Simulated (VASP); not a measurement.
The system is Al2O3 (Corundum).

```
Al O
1.0
     2.38025    1.37424    4.33187
    -2.38025    1.37424    4.33187
     0.00000   -2.74848    4.33187
Al O
4 6
Direct
  0.85216 0.85216 0.85216
  0.64784 0.64784 0.64784
  0.14784 0.14784 0.14784
  0.35216 0.35216 0.35216
  0.05668 0.75000 0.44332
  0.75000 0.44332 0.05668
  0.44332 0.05668 0.75000
  0.94332 0.25000 0.55668
  0.25000 0.55668 0.94332
  0.55668 0.94332 0.25000
```

Base run:

```yaml
Program: VASP 6.6.1
Functional: r2SCAN
Potentials_or_basis: VASP PAW PBE potentials, release 64 (Al, O)
Cutoff: 520 eV
k_mesh: 7 × 7 × 7
Occupations: fermi-dirac, width 0.05 eV
Spin: no spin polarisation
```

Its results: band gap on the k mesh 7.13 eV, direct; pressure -0.7 GPa; largest force 0.080 eV/Å.

Q: The run is repeated on the same cell with these changes: functional from r2SCAN to revPBE. What comes out?

A: Band gap on the k mesh 6.29 eV, direct; pressure 10.8 GPa; largest force 0.032 eV/Å.

r2SCAN gives the wider gap, since meta-GGAs in the generalised Kohn-Sham scheme recover part of the derivative discontinuity.

Caveats: the PAW data sets were made with another functional, which shifts forces and pressure a little.

A k mesh can miss the band edges.
